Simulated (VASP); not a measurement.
# Y (P6_3/mmc) in VASP: further runs

Runs on Y. Level: LDA. Tasks: relaxation of cell and atoms.

Program: VASP 6.6.1. These are calculated values, not measurements. Logs are shortened: lines on timing, memory, paths and dates and some standing lists are left out, and cuts for length are marked.

### 1 The cell of the first run

Symmetry: P6_3/mmc, No. 194, hexagonal system. The conventional cell has a = 3.494 Å, b = 3.494 Å, c = 5.660 Å, α = 90.00°, β = 90.00°, γ = 120.00°. Y (site symmetry -6m2) has 12 Y at 3.48 to 3.49 Å within 4.6 Å.

### 2 Relaxation of cell and atoms, LDA, target pressure -0.61 GPa, at which the enthalpy is minimised

INCAR reads:

```
  ALGO = Normal
  EDIFF = 1E-7
  EDIFFG = -0.005
  ENCUT = 600
  IBRION = 2
  ISIF = 3
  ISMEAR = -1
  LASPH = True
  LCHARG = False
  LREAL = False
  LWAVE = False
  NELM = 80
  NSW = 60
  PREC = Accurate
  PSTRESS = -6.1
  SIGMA = 0.08
```

KPOINTS reads:

```
k-points
0
Gamma
  13 13 7
```

POSCAR reads:

```
Y
1.0
    3.4935432732      0.0000000000      0.0000000000
   -1.7467716366      3.0254972238      0.0000000000
    0.0000000000      0.0000000000      5.6595401026
Y
2
Direct
    0.3333333333      0.6666666667      0.2500000000
    0.6666666667      0.3333333333      0.7500000000
```

Potentials or basis: VASP PAW LDA potentials, release 64 (Y_sv).

Launch:

```console
cat potpaw_LDA.64/Y_sv/POTCAR > POTCAR
mpirun -np 1 vasp_std > vasp.out
```

OUTCAR:

```text
EDIFF = 1E-7
   EDIFFG = -0.005
   ENCUT = 600
   IBRION = 2
   ISIF = 3
   ISMEAR = -1
   LASPH = True
   LREAL = False
   NELM = 80
   NSW = 60
   PREC = Accurate
   PSTRESS = -6.1

 ion  position               nearest neighbor table
   1  0.333  0.667  0.250-   2 3.48   2 3.48   2 3.48   2 3.48   2 3.48   2 3.48
   2  0.667  0.333  0.750-   1 3.48   1 3.48   1 3.48   1 3.48   1 3.48   1 3.48

  LATTYP: Found a hexagonal cell.
 ALAT       =     3.4935432732
 C/A-ratio  =     1.6200000000

  Lattice vectors:

 A1 = (   3.4935432732,   0.0000000000,   0.0000000000)
 A2 = (  -1.7467716366,   3.0254972238,   0.0000000000)
 A3 = (   0.0000000000,   0.0000000000,   5.6595401026)

Analysis of symmetry for initial positions (statically):
=====================================================================
 Subroutine PRICEL returns:
 Original cell was already a primitive cell.

 Routine SETGRP: Setting up the symmetry group for a
 hexagonal supercell.

 Subroutine GETGRP returns: Found 24 space group operations
 (whereof 12 operations were pure point group operations)
 out of a pool of 24 trial point group operations.

The static configuration has the point symmetry D_3d.
 The point group associated with its full space group is D_6h.

Analysis of symmetry for dynamics (positions and initial velocities):
=====================================================================
 Subroutine PRICEL returns:
 Original cell was already a primitive cell.

 Routine SETGRP: Setting up the symmetry group for a
 hexagonal supercell.

 Subroutine GETGRP returns: Found 24 space group operations
 (whereof 12 operations were pure point group operations)
 out of a pool of 24 trial point group operations.

The dynamic configuration has the point symmetry D_3d.
 The point group associated with its full space group is D_6h.

 Subroutine INISYM returns: Found 24 space group operations
 (whereof 12 operations are pure point group operations),
 and found     1 'primitive' translations

----------------------------------------------------------------------------------------

                                     Primitive cell

  volume of cell :      59.8197

  direct lattice vectors                    reciprocal lattice vectors
     3.493543273  0.000000000  0.000000000     0.286242340  0.165262092  0.000000000
    -1.746771637  3.025497224  0.000000000     0.000000000  0.330524184  0.000000000
     0.000000000  0.000000000  5.659540103     0.000000000  0.000000000  0.176692802

  length of vectors
     3.493543273  3.493543273  5.659540103     0.330524184  0.330524184  0.176692802

  position of ions in fractional coordinates (direct lattice)
     0.333333333  0.666666667  0.250000000
     0.666666667  0.333333333  0.750000000

  ion indices of the primitive-cell ions
   primitive index   ion index
                 1           1
                 2           2

[... 69 lines left out ...]
   ENCUT  =  600.0 eV  44.10 Ry    6.64 a.u.   6.98  6.98 11.30*2*pi/ulx,y,z
   NELM   =     80;   NELMIN=  2; NELMDL= -5     # of ELM steps
   EDIFF  = 0.1E-06   stopping-criterion for ELM
   LREAL  =      F    real-space projection
   EDIFFG = -.5E-02   stopping-criterion for IOM
   NSW    =     60    number of steps for IOM
   IBRION =      2    ionic relax: 0-MD 1-quasi-New 2-CG
   NFREE  =      1    steps in history (QN), initial steepest desc. (CG)
   ISIF   =      3    stress and relaxation
   ISYM   =      2    0-nonsym 1-usesym 2-fastsym
   POTIM  = 0.5000    time-step for ionic-motion
   TEBEG  =    0.0;   TEEND  =   0.0 temperature during run
   PSTRESS=   -6.1 pullay stress
   NELECT =      22.0000    total number of electrons
   NUPDOWN=      -1.0000    fix difference up-down
   EMIN   =  10.00;   EMAX   =-10.00  energy-range for DOS
   EFERMI =   0.00;   METHOD = LEGACY
   ISMEAR =    -1;   SIGMA  =   0.08  broadening in eV -4-tet -1-fermi 0-gaus
   EFERMI_NEDOS =   21; number of points for ismear=-14 and -15
   IALGO  =     38    algorithm
   IMIX   =      4    mixing-type and parameters
     AMIX     =   0.40;   BMIX     =  1.00
     AMIX_MAG =   1.60;   BMIX_MAG =  1.00
  volume/ion in A,a.u.               =      29.91       201.84
  Fermi-wavevector in a.u.,A,eV,Ry     =   1.172918  2.216494 18.718039  1.375737
  Thomas-Fermi vector in A             =   2.309339
   LORBIT       =      0    0 simple, 1 ext, 2 COOP (PROOUT), +10 PAW based schemes
   GGA     = CA    functional components
   LHFCALC =     F    Hartree Fock is set to
   AEXX    =    0.0000 exact exchange contribution
   IVDW    =     0    specifies the selected vdW correction
   LEPSILON=     F    determine dielectric tensor
   LRPA    =     F    only Hartree local field effects (RPA)
 conjugate gradient relaxation of ions
 non-spin polarized calculation
  energy-cutoff  :      600.00
  volume of cell :       59.82
 maximum number of plane-waves:      2012
 NGX is ok and might be reduce to    28
   NGX = 13   NGY = 13   NGZ = 23

--------------------------------------- Ionic step        1  -------------------------------------------

 number of electron      22.0000000 magnetization

 Free energy of the ion-electron system (eV)
  ---------------------------------------------------
  ext. energy  EPLUGINS =         0.00000000
  ---------------------------------------------------
  free energy    TOTEN  =       -13.92136578 eV

  energy without entropy =      -13.84148763  energy(sigma->0) =      -13.88142670

 E-fermi :   3.3122     XC(G=0): -10.0122

 val. band max:        3.3075215709   @ k =   0.4615   0.0000   0.1429
 cond. band min:       3.3133668208   @ k =   0.3846   0.1538   0.2857
 fundamental gap:      0.0058452499
 Fermi energy:         3.3121884459

 k-point     1 :       0.0000    0.0000    0.0000
  band No.  band energies     occupation
      1     -38.9299      2.00000
      2     -38.8303      2.00000
      3     -19.4386      2.00000
      4     -18.7770      2.00000
      5     -18.7770      2.00000
      6     -18.6743      2.00000
      7     -18.6743      2.00000
      8     -18.6644      2.00000
      9      -1.5148      2.00000
     10       1.2362      2.00000
     11       4.3649      0.00000
     12       5.1306      0.00000
     13       5.1306      0.00000
     14       5.1643      0.00000
[... 566 lines left out ...]
--------------------------------------- Ionic step        5  -------------------------------------------

 number of electron      22.0000000 magnetization

 Free energy of the ion-electron system (eV)
  ---------------------------------------------------
  ext. energy  EPLUGINS =         0.00000000
  ---------------------------------------------------
  free energy    TOTEN  =       -13.92836540 eV

  energy without entropy =      -13.84903239  energy(sigma->0) =      -13.88869890

 E-fermi :   3.2306     XC(G=0):  -9.9597

 val. band max:        3.2115096509   @ k =   0.3846   0.0769   0.1429
 cond. band min:       3.2324155333   @ k =   0.3846   0.1538   0.2857
 fundamental gap:      0.0209058824
 Fermi energy:         3.2306169661

 k-point     1 :       0.0000    0.0000    0.0000
  band No.  band energies     occupation
      1     -39.0358      2.00000
      2     -38.9276      2.00000
      3     -19.5554      2.00000
      4     -18.9212      2.00000
      5     -18.9212      2.00000
      6     -18.8022      2.00000
      7     -18.8022      2.00000
      8     -18.7582      2.00000
      9      -1.5635      2.00000
     10       1.2330      2.00000
     11       4.4917      0.00000
     12       4.9859      0.00000
     13       4.9859      0.00000
     14       5.3520      0.00000
[... 448 lines left out ...]
  energy  without entropy=      -13.8490323925  energy(sigma->0) =      -13.88869890

  enthalpy is  TOTEN    =       -14.1591127109 eV   P V=       -0.2307473122

 reached required accuracy - stopping structural energy minimisation
```

CONTCAR:

```text
Y
   1.00000000000000
     3.5510869429622001    0.0000000000000000    0.0000000000000000
    -1.7755434714811000    3.0753315036408488    0.0000000000000000
     0.0000000000000000   -0.0000000000000000    5.5496316170985560
  Y
     2
Direct
     0.3333333332999970    0.6666666667000030    0.2500000000000000
     0.6666666667000030    0.3333333332999970    0.7500000000000000

  0.00000000E+00  0.00000000E+00  0.00000000E+00
  0.00000000E+00  0.00000000E+00  0.00000000E+00
```

It took 5.3 min on 1 thread of Oxide Virtual Turin-like, shared host; peak memory 0.2 GiB.

What came out:

```
Free energy                                                : -13.9284 eV
Relaxed volume                                             : 30.30 Å³/atom
Relaxed cell                                               : a = 3.551 Å, b = 3.551 Å, c = 5.550 Å, α = 90.00°, β = 90.00°, γ = 120.00°
Space group after relaxing (to 0.1 Å)                      : P6_3/mmc (No. 194)
Energy change on relaxing (the run minimises the enthalpy) : -3.5 meV/atom
Ionic steps                                                : 5
Pressure after relaxing                                    : -0.6 GPa
Band gap on the k mesh                                     : zero (bands 11 and 12 overlap by 1.70 eV)
```

Step by step:
| step | energy change (eV) | largest force (eV/Å) | pressure (GPa) | volume (Å³) |
| --- | --- | --- | --- | --- |
| 1 | 0.0000 | 0.0000 | -0.14 | 59.82 |
| 2 | -0.0047 | 0.0000 | -0.64 | 60.58 |
| 3 | -0.0043 | 0.0000 | -0.97 | 61.09 |
| 4 | -0.0072 | 0.0000 | -0.56 | 60.55 |
| 5 | -0.0070 | 0.0000 | -0.61 | 60.61 |

Final structure:
```cif
data_structure
_symmetry_space_group_name_H-M 'P 1'
_symmetry_Int_Tables_number 1
_cell_length_a 3.5511
_cell_length_b 3.5511
_cell_length_c 5.5496
_cell_angle_alpha 90.000
_cell_angle_beta 90.000
_cell_angle_gamma 120.000
_cell_volume 60.61
loop_
_atom_site_label
_atom_site_type_symbol
_atom_site_fract_x
_atom_site_fract_y
_atom_site_fract_z
_atom_site_occupancy
Y1 Y 0.33333 0.66667 0.25000 1
Y2 Y 0.66667 0.33333 0.75000 1
```

Caveat: the cell is relaxed towards a set pressure, so the run minimises the enthalpy, not the energy.

### 3 Relaxation of cell and atoms, LDA, target pressure -0.61 GPa, at which the enthalpy is minimised

This run uses another cell than the first one, of 30.42 Å³/atom.

INCAR reads:

```
  ALGO = Normal
  EDIFF = 1E-6
  EDIFFG = -0.005
  ENCUT = 600
  GGA = CA
  IBRION = 2
  ISIF = 3
  ISMEAR = -1
  LASPH = True
  LCHARG = False
  LREAL = False
  LWAVE = False
  NELM = 60
  NSW = 32
  PREC = Accurate
  PSTRESS = -6.1
  SIGMA = 0.08
```

KPOINTS is that of step 2.

POSCAR reads:

```
Y
1.0
    3.5565453224      0.0000000000      0.0000000000
   -1.7782726612      3.0800585989      0.0000000000
    0.0000000000      0.0000000000      5.5535857058
Y
2
Direct
    0.3333333333      0.6666666667      0.2500000000
    0.6666666667      0.3333333333      0.7500000000
```

Potentials or basis: VASP PAW LDA potentials, release 64 (Y_sv).

Launch:

```console
cat potpaw_LDA.64/Y_sv/POTCAR > POTCAR
mpirun -np 1 vasp_std > vasp.out
```

OUTCAR:

```text
EDIFF = 1E-6
   EDIFFG = -0.005
   ENCUT = 600
   GGA = CA
   IBRION = 2
   ISIF = 3
   ISMEAR = -1
   LASPH = True
   LREAL = False
   NELM = 60
   NSW = 32
   PREC = Accurate
   PSTRESS = -6.1

 ion  position               nearest neighbor table
   1  0.333  0.667  0.250-   2 3.45   2 3.45   2 3.45   2 3.45   2 3.45   2 3.45
   2  0.667  0.333  0.750-   1 3.45   1 3.45   1 3.45   1 3.45   1 3.45   1 3.45

  LATTYP: Found a hexagonal cell.
 ALAT       =     3.5565453224
 C/A-ratio  =     1.5615112989

  Lattice vectors:

 A1 = (   3.5565453224,   0.0000000000,   0.0000000000)
 A2 = (  -1.7782726612,   3.0800585989,   0.0000000000)
 A3 = (   0.0000000000,   0.0000000000,   5.5535857058)

Analysis of symmetry for initial positions (statically):
=====================================================================
 Subroutine PRICEL returns:
 Original cell was already a primitive cell.

 Routine SETGRP: Setting up the symmetry group for a
 hexagonal supercell.

 Subroutine GETGRP returns: Found 24 space group operations
 (whereof 12 operations were pure point group operations)
 out of a pool of 24 trial point group operations.

The static configuration has the point symmetry D_3d.
 The point group associated with its full space group is D_6h.

Analysis of symmetry for dynamics (positions and initial velocities):
=====================================================================
 Subroutine PRICEL returns:
 Original cell was already a primitive cell.

 Routine SETGRP: Setting up the symmetry group for a
 hexagonal supercell.

 Subroutine GETGRP returns: Found 24 space group operations
 (whereof 12 operations were pure point group operations)
 out of a pool of 24 trial point group operations.

The dynamic configuration has the point symmetry D_3d.
 The point group associated with its full space group is D_6h.

 Subroutine INISYM returns: Found 24 space group operations
[... 126 lines left out ...]
   LEPSILON=     F    determine dielectric tensor
   LRPA    =     F    only Hartree local field effects (RPA)
 conjugate gradient relaxation of ions
 non-spin polarized calculation
  energy-cutoff  :      600.00
  volume of cell :       60.84
 maximum number of plane-waves:      2067
   NGX = 15   NGY = 15   NGZ = 23

--------------------------------------- Ionic step        1  -------------------------------------------

 number of electron      22.0000000 magnetization

 Free energy of the ion-electron system (eV)
  ---------------------------------------------------
  ext. energy  EPLUGINS =         0.00000000
  ---------------------------------------------------
  free energy    TOTEN  =       -13.92742731 eV

  energy without entropy =      -13.84795012  energy(sigma->0) =      -13.88768871

------------------------ aborting loop because EDIFF is reached ----------------------------------------

  FORCE on cell =-STRESS in cart. coord.  units (eV):
  Direction    XX          YY          ZZ          XY          YZ          ZX
  --------------------------------------------------------------------------------------
  -------------------------------------------------------------------------------------
  Total       -0.2942151     -0.2942151     -0.2851636      0.0000000      0.0000000      0.0000000
  in kB       -7.7484495     -7.7484495     -7.5100677      0.0000000      0.0000000      0.0000000
  external PRESSURE =      -1.5689889 kB  Pullay stress =      -6.1000000 kB
[... 63 lines left out ...]
--------------------------------------- Ionic step        3  -------------------------------------------

 number of electron      22.0000000 magnetization

 Free energy of the ion-electron system (eV)
  ---------------------------------------------------
  ext. energy  EPLUGINS =         0.00000000
  ---------------------------------------------------
  free energy    TOTEN  =       -13.92840110 eV

  energy without entropy =      -13.84909876  energy(sigma->0) =      -13.88874993

 E-fermi :   3.2301     XC(G=0):  -9.9595

 val. band max:        3.2101058313   @ k =   0.3846   0.0769   0.1429
 cond. band min:       3.2319333923   @ k =   0.3846   0.1538   0.2857
 fundamental gap:      0.0218275610
 Fermi energy:         3.2300861706

 k-point     1 :       0.0000    0.0000    0.0000
  band No.  band energies     occupation
      1     -39.0363      2.00000
      2     -38.9279      2.00000
      3     -19.5564      2.00000
      4     -18.9222      2.00000
      5     -18.9222      2.00000
      6     -18.8028      2.00000
      7     -18.8028      2.00000
      8     -18.7583      2.00000
      9      -1.5638      2.00000
     10       1.2335      2.00000
     11       4.4957      0.00000
     12       4.9845      0.00000
     13       4.9845      0.00000
     14       5.3564      0.00000
[... 401 lines left out ...]
      2     -38.9274      2.00000
      3     -19.4737      2.00000
      4     -19.0196      2.00000
      5     -18.9513      2.00000
      6     -18.9404      2.00000
      7     -18.8236      2.00000
      8     -18.8011      2.00000
      9      -0.8916      2.00000
     10       1.6561      2.00000
     11       3.6674      0.00842
     12       4.1433      0.00002
     13       5.1497      0.00000
     14       5.2725      0.00000
     15       5.3109      0.00000

 [... further k-points ...]
[... 5 lines left out ...]
  --------------------------------------------------------------------------------------
  -------------------------------------------------------------------------------------
  Total       -0.2332662     -0.2332662     -0.2226670      0.0000000      0.0000000      0.0000000
  in kB       -6.1663136     -6.1663136     -5.8861272      0.0000000      0.0000000      0.0000000
  external PRESSURE =       0.0270819 kB  Pullay stress =      -6.1000000 kB
[... 21 lines left out ...]
  energy  without entropy=      -13.8490987570  energy(sigma->0) =      -13.88874993

  enthalpy is  TOTEN    =       -14.1591587397 eV   P V=       -0.2307576395

 reached required accuracy - stopping structural energy minimisation
```

Run time: 3.3 min. Hardware: 1 thread of Oxide Virtual Turin-like, shared host; peak memory 0.2 GiB.

What came out:

```yaml
Free_energy: -13.9284 eV
Relaxed_volume: 30.30 Å³/atom
Relaxed_cell: a = 3.552 Å, b = 3.552 Å, c = 5.547 Å, α = 90.00°, β = 90.00°, γ = 120.00°
Space_group_after_relaxing_to_0.1_Å: P6_3/mmc (No. 194)
Energy_change_on_relaxing_the_run_minimises_the_enthalpy: -0.5 meV/atom
Ionic_steps: 3
Pressure_after_relaxing: -0.6 GPa
Band_gap_on_the_k_mesh: zero (bands 11 and 12 overlap by 1.70 eV)
```

Step by step:
| step | energy change (eV) | largest force (eV/Å) | pressure (GPa) | volume (Å³) |
| --- | --- | --- | --- | --- |
| 1 | 0.0000 | 0.0000 | -0.77 | 60.84 |
| 2 | -0.0011 | 0.0000 | -0.59 | 60.57 |
| 3 | -0.0010 | 0.0000 | -0.61 | 60.61 |

Final structure:
```
Y
1.0
     3.55189    0.00000    0.00000
    -1.77595    3.07603    0.00000
     0.00000    0.00000    5.54737
Y
2
Cartesian
  0.0000 2.0507 1.3868
  1.7759 1.0253 4.1605
```

Levels at points of the mesh, in eV from the Fermi level:
```
           k point  band 9  band 10  band 11  band 12  band 13  band 14
(0.00, 0.00, 0.00)   -4.79    -2.00     1.27     1.75     1.75     2.13
```

Caveat: the cell is relaxed towards a set pressure, so the run minimises the enthalpy, not the energy.

The gap in the log of VASP goes by the Fermi energy; the results here count the filled bands.